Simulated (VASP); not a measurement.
The system is ZnSe.

```xyz
8
Lattice="5.6649 0.0000 0.0000 0.0000 5.6649 0.0000 0.0000 0.0000 5.6649" Properties=species:S:1:pos:R:3 pbc="T T T"
Zn    4.8893    3.6080    2.0569
Zn    3.6080    2.0569    4.8893
Zn    2.0569    4.8893    3.6080
Zn    0.7756    0.7756    0.7756
Se    0.8990    1.9334    3.7315
Se    1.9334    3.7315    0.8990
Se    3.7315    0.8990    1.9334
Se    4.7659    4.7659    4.7659
```

- Program: VASP 6.6.1
- Task: relaxation of cell and atoms
- Functional: PBEsol
- Potentials or basis: VASP PAW PBE potentials, release 64 (Zn, Se)
- Cutoff: 600 eV
- k mesh: 4 × 4 × 4
- Occupations: fermi-dirac, width 0.03 eV
- Spin: no spin polarisation

At the start: pressure -10.5 GPa; volume 22.72 Å³/atom.

Q: How do energy, volume and symmetry change on relaxing?

A: Over 47 steps the energy falls by 877.9 meV/atom and the volume is 22.43 Å³/atom (-1.3 %); space group P2_13 (No. 198, to 0.1 Å) before, F-43m (No. 216, to 0.1 Å).

The path:
```csv
step,energy change (eV),largest force (eV/Å),pressure (GPa),volume (Å³)
1,0.0000,1.6226,-10.48,181.79
3,-2.1632,2.0299,3.30,139.23
5,-3.6112,0.1801,13.40,134.47
7,-4.8479,0.1915,3.61,160.03
9,-5.0253,0.3576,-0.04,188.12
11,-5.0341,0.3320,0.47,183.19
13,-5.0907,0.3927,-0.50,185.14
15,-5.1441,0.4648,-1.77,187.96
17,-5.2205,0.4490,-1.51,186.70
19,-5.4960,0.4219,-0.78,181.69
21,-4.3784,4.1695,8.04,162.58
23,-6.0042,1.1530,0.86,168.34
25,-6.0252,0.8668,0.26,169.86
27,-6.3785,1.2890,3.75,167.19
29,-6.7237,1.2483,0.40,179.08
31,-6.9866,0.1205,-0.80,181.45
33,-6.9944,0.1221,-0.08,179.53
35,-6.9951,0.1276,0.17,178.76
37,-7.0050,0.0843,0.18,178.82
39,-7.0132,0.1976,0.16,179.04
41,-7.0216,0.0641,-0.09,179.64
43,-7.0223,0.0201,-0.26,180.08
45,-7.0229,0.0124,-0.02,179.49
47,-7.0230,0.0068,0.02,179.42
```

Final structure:
```cif
data_structure
_symmetry_space_group_name_H-M 'P 1'
_symmetry_Int_Tables_number 1
_cell_length_a 5.6402
_cell_length_b 5.6402
_cell_length_c 5.6402
_cell_angle_alpha 90.000
_cell_angle_beta 90.000
_cell_angle_gamma 90.000
_cell_volume 179.42
loop_
_atom_site_label
_atom_site_type_symbol
_atom_site_fract_x
_atom_site_fract_y
_atom_site_fract_z
_atom_site_occupancy
Zn1 Zn 0.99964 0.50036 0.49964 1
Zn2 Zn 0.50036 0.49964 0.99964 1
Zn3 Zn 0.49964 0.99964 0.50036 1
Zn4 Zn 0.00036 0.00036 0.00036 1
Se1 Se 0.24980 0.25020 0.74980 1
Se2 Se 0.25020 0.74980 0.24980 1
Se3 Se 0.74980 0.24980 0.25020 1
Se4 Se 0.75020 0.75020 0.75020 1
```

Caveat: the PAW data sets were made with another functional, which shifts forces and pressure a little.
